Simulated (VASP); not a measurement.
# LiH (Fm-3m) in VASP: notebook

Runs on LiH. Level: PBEsol. Tasks: relaxation of cell and atoms.

All numbers are computed with VASP 6.6.1; they aren't measurements. Logs are shortened: lines on timing, memory, paths and dates and some standing lists are left out, and cuts for length are marked.

## 1. The cell of the first run

It takes space group Fm-3m (No. 225, cubic). The conventional cell has a = 3.981 Å, b = 3.981 Å, c = 3.981 Å, α = 90.00°, β = 90.00°, γ = 90.00°. Li (site symmetry m-3m) has 6 H at 1.99 Å within 2.6 Å. Within 2.6 Å of H (site symmetry m-3m) lie 6 Li at 1.99 Å.

## 2. Relaxation of cell and atoms, PBEsol, target pressure 10 GPa, at which the enthalpy is minimised

The input, INCAR:

```
ALGO = Normal ; EDIFF = 1E-6
EDIFFG = -0.002 ; ENCUT = 600
GGA = PS ; IBRION = 2
ISIF = 3 ; ISMEAR = 0
LASPH = True ; LCHARG = False
LREAL = False ; LWAVE = False
NELM = 100 ; NSW = 100
PREC = Accurate ; PSTRESS = 100.0
SIGMA = 0.01
```

The input, KPOINTS:

```
k-points
0
Gamma
  10 10 10
```

The input, POSCAR:

```
LiH
1.0
    1.9903724901      1.9903724901      0.0000000000
   -1.9903724901      1.9903724901      0.0000000000
    0.0000000000      1.9903724901      1.9903724901
Li H
1 1
Direct
    0.0000000000      0.0000000000      0.0000000000
    0.5000000000      0.5000000000      0.0000000000
```

Potentials or basis: VASP PAW PBE potentials, release 64 (Li_sv, H).

On the command line:

```
> cat potpaw_PBE.64/Li_sv/POTCAR potpaw_PBE.64/H/POTCAR > POTCAR
> mpirun -np 1 vasp_std > vasp.out
```

OUTCAR:

```text
EDIFF = 1E-6
   EDIFFG = -0.002
   ENCUT = 600
   GGA = PS
   IBRION = 2
   ISIF = 3
   ISMEAR = 0
   LASPH = True
   LREAL = False
   NELM = 100
   NSW = 100
   PREC = Accurate
   PSTRESS = 100.0

 ion  position               nearest neighbor table
   1  0.000  0.000  0.000-
   2  0.500  0.500  0.000-

  LATTYP: Found a face centered cubic cell.
 ALAT       =     3.9807449802

  Lattice vectors:

 A1 = (   0.0000000000,   1.9903724901,   1.9903724901)
 A2 = (   1.9903724901,   0.0000000000,   1.9903724901)
 A3 = (   1.9903724901,   1.9903724901,   0.0000000000)

Analysis of symmetry for initial positions (statically):
=====================================================================
 Subroutine PRICEL returns:
 Original cell was already a primitive cell.

 Routine SETGRP: Setting up the symmetry group for a
 face centered cubic supercell.

 Subroutine GETGRP returns: Found 48 space group operations
 (whereof 48 operations were pure point group operations)
 out of a pool of 48 trial point group operations.

The static configuration has the point symmetry O_h .

Analysis of symmetry for dynamics (positions and initial velocities):
=====================================================================
 Subroutine PRICEL returns:
 Original cell was already a primitive cell.

 Routine SETGRP: Setting up the symmetry group for a
 face centered cubic supercell.

 Subroutine GETGRP returns: Found 48 space group operations
 (whereof 48 operations were pure point group operations)
 out of a pool of 48 trial point group operations.

The dynamic configuration has the point symmetry O_h .

 Subroutine INISYM returns: Found 48 space group operations
 (whereof 48 operations are pure point group operations),
 and found     1 'primitive' translations

----------------------------------------------------------------------------------------

                                     Primitive cell

  volume of cell :      15.7701

  direct lattice vectors                    reciprocal lattice vectors
     1.990372490  1.990372490  0.000000000     0.251209260  0.251209260 -0.251209260
    -1.990372490  1.990372490  0.000000000    -0.251209260  0.251209260 -0.251209260
     0.000000000  1.990372490  1.990372490     0.000000000  0.000000000  0.502418520

  length of vectors
     2.814811770  2.814811770  2.814811770     0.435107201  0.435107201  0.502418520

  position of ions in fractional coordinates (direct lattice)
     0.000000000  0.000000000  0.000000000
     0.500000000  0.500000000  0.000000000

  ion indices of the primitive-cell ions
   primitive index   ion index
                 1           1
                 2           2

----------------------------------------------------------------------------------------

 KPOINTS: k-points

Automatic generation of k-mesh.
 Grid dimensions read from file:
 generate k-points for:   10   10   10

 Generating k-lattice:

  Cartesian coordinates                     Fractional coordinates (reciprocal lattice)
     0.025120926  0.025120926 -0.025120926     0.100000000  0.000000000  0.000000000
    -0.025120926  0.025120926 -0.025120926     0.000000000  0.100000000  0.000000000
     0.000000000  0.000000000  0.050241852     0.000000000  0.000000000  0.100000000

  Length of vectors
     0.043510720  0.043510720  0.050241852

  Shift w.r.t. Gamma in fractional coordinates (k-lattice)
     0.000000000  0.000000000  0.000000000

 Subroutine IBZKPT returns following result:
 ===========================================

 Found     47 irreducible k-points:

 Following reciprocal coordinates:
            Coordinates               Weight
  0.000000  0.000000  0.000000      1.000000
  0.100000  0.000000  0.000000      8.000000
  0.200000  0.000000  0.000000      8.000000
  0.300000  0.000000  0.000000      8.000000
  0.400000  0.000000  0.000000      8.000000
  0.500000  0.000000  0.000000      4.000000
[... 16 lines left out ...]
  0.300000  0.300000  0.000000     12.000000
  0.400000  0.300000  0.000000     24.000000
 [... further k-points ...]
   k-points           NKPTS =     47   k-points in BZ     NKDIM =     47   number of bands    NBANDS=      6
   number of dos      NEDOS =    301   number of ions     NIONS =      2
   total plane-waves  NPLWV =  13824
   dimension x,y,z NGX =    24 NGY =   24 NGZ =   24
   dimension x,y,z NGXF=    48 NGYF=   48 NGZF=   48
   ions per type =               1   1
   NGX,Y,Z   is equivalent  to a cutoff of  14.17, 14.17, 14.17 a.u.
   NGXF,Y,Z  is equivalent  to a cutoff of  28.35, 28.35, 28.35 a.u.
 SYSTEM =  unknown system
   PREC   = accura    normal or accurate (medium, high low for compatibility)
   ISTART =      0    job   : 0-new  1-cont  2-samecut
   ICHARG =      2    charge: 1-file 2-atom 10-const
   ISPIN  =      1    spin polarized calculation?
   LNONCOLLINEAR =      F non collinear calculations
   LSORBIT =      F    spin-orbit coupling
   LASPH  =      T    aspherical Exc in radial PAW
   ENCUT  =  600.0 eV  44.10 Ry    6.64 a.u.   5.62  5.62  5.62*2*pi/ulx,y,z
   NELM   =    100;   NELMIN=  2; NELMDL= -5     # of ELM steps
   EDIFF  = 0.1E-05   stopping-criterion for ELM
   LREAL  =      F    real-space projection
   EDIFFG = -.2E-02   stopping-criterion for IOM
   NSW    =    100    number of steps for IOM
   IBRION =      2    ionic relax: 0-MD 1-quasi-New 2-CG
   NFREE  =      1    steps in history (QN), initial steepest desc. (CG)
   ISIF   =      3    stress and relaxation
   ISYM   =      2    0-nonsym 1-usesym 2-fastsym
   POTIM  = 0.5000    time-step for ionic-motion
   TEBEG  =    0.0;   TEEND  =   0.0 temperature during run
   PSTRESS=  100.0 pullay stress
   NELECT =       4.0000    total number of electrons
   NUPDOWN=      -1.0000    fix difference up-down
   EMIN   =  10.00;   EMAX   =-10.00  energy-range for DOS
   EFERMI =   0.00;   METHOD = LEGACY
   ISMEAR =     0;   SIGMA  =   0.01  broadening in eV -4-tet -1-fermi 0-gaus
   EFERMI_NEDOS =   21; number of points for ismear=-14 and -15
   IALGO  =     38    algorithm
   IMIX   =      4    mixing-type and parameters
     AMIX     =   0.40;   BMIX     =  1.00
     AMIX_MAG =   1.60;   BMIX_MAG =  1.00
  volume/ion in A,a.u.               =       7.89        53.21
  Fermi-wavevector in a.u.,A,eV,Ry     =   1.036296  1.958315 14.611423  1.073909
  Thomas-Fermi vector in A             =   2.170680
   LORBIT       =      0    0 simple, 1 ext, 2 COOP (PROOUT), +10 PAW based schemes
   GGA     = PS    functional components
   LHFCALC =     F    Hartree Fock is set to
   AEXX    =    0.0000 exact exchange contribution
   IVDW    =     0    specifies the selected vdW correction
   LEPSILON=     F    determine dielectric tensor
   LRPA    =     F    only Hartree local field effects (RPA)
 conjugate gradient relaxation of ions
 non-spin polarized calculation
 Gauss-broadening in eV      SIGMA  =   0.01
  energy-cutoff  :      600.00
  volume of cell :       15.77
 maximum number of plane-waves:       544
   NGX = 11   NGY = 11   NGZ = 11

--------------------------------------- Ionic step        1  -------------------------------------------

 number of electron       3.9999997 magnetization

 Free energy of the ion-electron system (eV)
  ---------------------------------------------------
  ext. energy  EPLUGINS =         0.00000000
  ---------------------------------------------------
  free energy    TOTEN  =        -6.12135473 eV

  energy without entropy =       -6.12135473  energy(sigma->0) =       -6.12135473

------------------------ aborting loop because EDIFF is reached ----------------------------------------

  FORCE on cell =-STRESS in cart. coord.  units (eV):
  Direction    XX          YY          ZZ          XY          YZ          ZX
  --------------------------------------------------------------------------------------
  -------------------------------------------------------------------------------------
  Total       -0.0173140     -0.0173140     -0.0173140      0.0000000     -0.0000000      0.0000000
  in kB       -1.7590336     -1.7590336     -1.7590336      0.0000000     -0.0000000      0.0000000
  external PRESSURE =    -101.7590336 kB  Pullay stress =     100.0000000 kB
[... 93 lines left out ...]
  FREE ENERGIE OF THE ION-ELECTRON SYSTEM (eV)
  ---------------------------------------------------
  free  energy   TOTEN  =        -6.0677800231 eV

  energy  without entropy=       -6.0677800231  energy(sigma->0) =       -6.06778002

  enthalpy is  TOTEN    =        -5.2369977236 eV   P V=        0.8307822995

[... ionic steps 4 to 17 ...]

--------------------------------------- Ionic step       18  -------------------------------------------

 number of electron       3.9999998 magnetization

------------------------ aborting loop because EDIFF is reached ----------------------------------------

  FORCE on cell =-STRESS in cart. coord.  units (eV):
  Direction    XX          YY          ZZ          XY          YZ          ZX
  --------------------------------------------------------------------------------------
  -------------------------------------------------------------------------------------
  Total        0.8008587      0.8008587      0.8008587      0.0000000     -0.0000000      0.0000000
  in kB       99.0224157     99.0224157     99.0224157      0.0000000     -0.0000000      0.0000000
  external PRESSURE =      -0.9775843 kB  Pullay stress =     100.0000000 kB
[... 61 lines left out ...]
  enthalpy is  TOTEN    =        -5.2391684872 eV   P V=        0.8083582328

--------------------------------------- Ionic step       20  -------------------------------------------

 number of electron       3.9999998 magnetization

 Free energy of the ion-electron system (eV)
  ---------------------------------------------------
  ext. energy  EPLUGINS =         0.00000000
  ---------------------------------------------------
  free energy    TOTEN  =        -6.04671470 eV

  energy without entropy =       -6.04671470  energy(sigma->0) =       -6.04671470

 E-fermi :   1.4588     XC(G=0):  -9.3430

 val. band max:        1.3107997488   @ k =   0.5000   0.5000   0.0000
 cond. band min:       3.8280064504   @ k =   0.5000   0.5000   0.0000
 fundamental gap:      2.5172067016
 Fermi energy:         1.4587531327

 k-point     1 :       0.0000    0.0000    0.0000
  band No.  band energies     occupation
      1     -42.3046      2.00000
      2      -5.0937      2.00000
      3      20.4596      0.00000
      4      21.3283      0.00000
      5      21.3283      0.00000
      6      21.3283      0.00000

 k-point     2 :       0.1000    0.0000    0.0000
  band No.  band energies     occupation
      1     -42.2941      2.00000
      2      -4.9078      2.00000
      3      18.0774      0.00000
      4      20.6548      0.00000
      5      20.8441      0.00000
      6      20.8441      0.00000
[... 190 lines left out ...]
 k-point    24 :       0.4000    0.3000    0.0000
  band No.  band energies     occupation
      1     -42.1674      2.00000
      2      -0.1050      2.00000
      3       5.9319      0.00000
      4       9.6046      0.00000
      5      15.0022      0.00000
      6      19.8418      0.00000

 [... further k-points ...]
[... 5 lines left out ...]
  --------------------------------------------------------------------------------------
  -------------------------------------------------------------------------------------
  Total        0.8096263      0.8096263      0.8096263      0.0000000     -0.0000000     -0.0000000
  in kB      100.2577398    100.2577398    100.2577398      0.0000000     -0.0000000     -0.0000000
  external PRESSURE =       0.2577398 kB  Pullay stress =     100.0000000 kB
[... 17 lines left out ...]
  FREE ENERGIE OF THE ION-ELECTRON SYSTEM (eV)
  ---------------------------------------------------
  free  energy   TOTEN  =        -6.0467146962 eV

  energy  without entropy=       -6.0467146962  energy(sigma->0) =       -6.04671470

  enthalpy is  TOTEN    =        -5.2391697971 eV   P V=        0.8075448991

 reached required accuracy - stopping structural energy minimisation
```

Run time: 23 s. Hardware: 1 thread of Intel Xeon 6975P-C, shared host; peak memory 0.13 GiB.

What came out:

| Quantity | Value |
| --- | --- |
| Free energy | -6.0467 eV |
| Relaxed volume | 6.47 Å³/atom |
| Relaxed cell | a = 2.635 Å, b = 2.635 Å, c = 2.635 Å, α = 60.00°, β = 60.00°, γ = 90.00° |
| Space group after relaxing (to 0.05 Å) | Fm-3m (No. 225) |
| Energy change on relaxing (the enthalpy is what falls) | +37.3 meV/atom |
| Ionic steps | 20 |
| Pressure after relaxing | 10.0 GPa |
| Band gap on the k mesh | 2.52 eV, direct |

The path:
```tsv
step	energy change (eV)	largest force (eV/Å)	pressure (GPa)	volume (Å³)
1	0.0000	0.0000	-0.18	15.77
2	0.0089	0.0000	2.87	14.65
3	0.0536	0.0000	8.14	13.31
4	0.0763	0.0000	10.17	12.91
5	0.0730	0.0000	9.88	12.96
6	0.0730	0.0000	9.88	12.96
7	0.0730	0.0000	9.88	12.96
8	0.0730	0.0000	9.88	12.96
9	0.0730	0.0000	9.88	12.96
10	0.0730	0.0000	9.88	12.96
11	0.0730	0.0000	9.88	12.96
12	0.0730	0.0000	9.88	12.96
13	0.0730	0.0000	9.88	12.96
14	0.0730	0.0000	9.89	12.96
15	0.0731	0.0000	9.89	12.96
16	0.0731	0.0000	9.89	12.96
17	0.0732	0.0000	9.90	12.96
18	0.0734	0.0000	9.90	12.96
19	0.0738	0.0000	9.92	12.95
20	0.0746	0.0000	10.03	12.94
```

Final structure:
```
CELL_PARAMETERS angstrom
1.86330 1.86330 0.00000
-1.86330 1.86330 0.00000
0.00000 1.86330 1.86330
ATOMIC_POSITIONS crystal
Li 0.00000 0.00000 0.00000
H 0.50000 0.50000 0.00000
```

Caveat: the cutoff is under 1.25 times the usual one of these potentials, so pressure, stress and relaxed cells hold a basis-set (Pulay) error; the cell is relaxed towards a set pressure, so the enthalpy falls and the energy may rise; the volume moved by over 15 % at a fixed basis, so the end points are rough; the PAW data sets were made with another functional, which shifts forces and pressure a little. Expect the measured gap to be larger: semilocal functionals such as PBEsol lack the derivative discontinuity.

(Part 1 of 2 ends here.)
